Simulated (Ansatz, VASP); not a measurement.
## Fe in VASP and in Ansatz

INCAR

```
SYSTEM = Fe
PREC = Accurate
ENCUT = 520
EDIFF = 1E-7
ISMEAR = -1
SIGMA = 0.05
LREAL = .False.
LASPH = .True.
NELM = 150
ALGO = Normal
ISIF = 2
LWAVE = .False.
LCHARG = .False.
ISPIN = 2
MAGMOM = 2.303
LORBIT = 11
LMAXMIX = 4
GGA = RP
NBANDS = 14
```

Contents of KPOINTS:

```
Automatic mesh
0
Gamma
  25 25 25
  0 0 0
```

Contents of POSCAR:

```
Fe
1.0
   -1.4854150270      1.4854150270      1.4854150270
    1.4854150270     -1.4854150270      1.4854150270
    1.4854150270      1.4854150270     -1.4854150270
Fe
1
Direct
    0.0000000000      0.0000000000      0.0000000000
```

Input for Ansatz:

```yaml
crystal:
  lattice:
    - [-1.485415027, 1.485415027, 1.485415027]
    - [1.485415027, -1.485415027, 1.485415027]
    - [1.485415027, 1.485415027, -1.485415027]
  atoms:
    - { symbol: Fe, position: [0.0, 0.0, 0.0], spin: 2.303 }
hamiltonian:
  xc: rpbe
  pseudopotentials:
    kind: paw
    azcp:
      Fe: "pseudopotentials/Fe.paw.azcp"
basis:
  ecutwfc: 420
  fft_grid_basis: typed
kpoints:
  mp_grid: { grid: [25, 25, 25], shift: [0, 0, 0] }
magnetization:
  spin_polarized: true
scf:
  occupations: { method: fermi_dirac, width: 0.05 }
output:
  stress: true
```

Alike in both runs: task single point; functional RPBE; k mesh 25 × 25 × 25; occupations fermi-dirac, width 0.05 eV; collinear spin.

|  | VASP | Ansatz |
| --- | --- | --- |
| version | VASP 6.6.1 | Ansatz 0.2.0 |
| potentials or method | VASP PAW PBE potentials, release 64 (Fe), cutoff 520 eV | plane waves (420 eV) with PAW, scalar-relativistic |
| valence electrons in the cell | 8 | 16 |

```tsv
	VASP	Ansatz	Ansatz less VASP
pressure (GPa)	-10.7	-10.7	0.00
net moment per atom (μB)	2.59	2.59	-0.003
size of the moment on the site where the two differ most (μB)	2.63	2.68	+0.051
```

VASP's potentials were made for PBE, not for RPBE. Site moments also hang on the region over which each program counts them. VASP's potentials hold 8 valence electrons a cell and Ansatz's 16, so a difference there can come from the potentials and not from the codes.
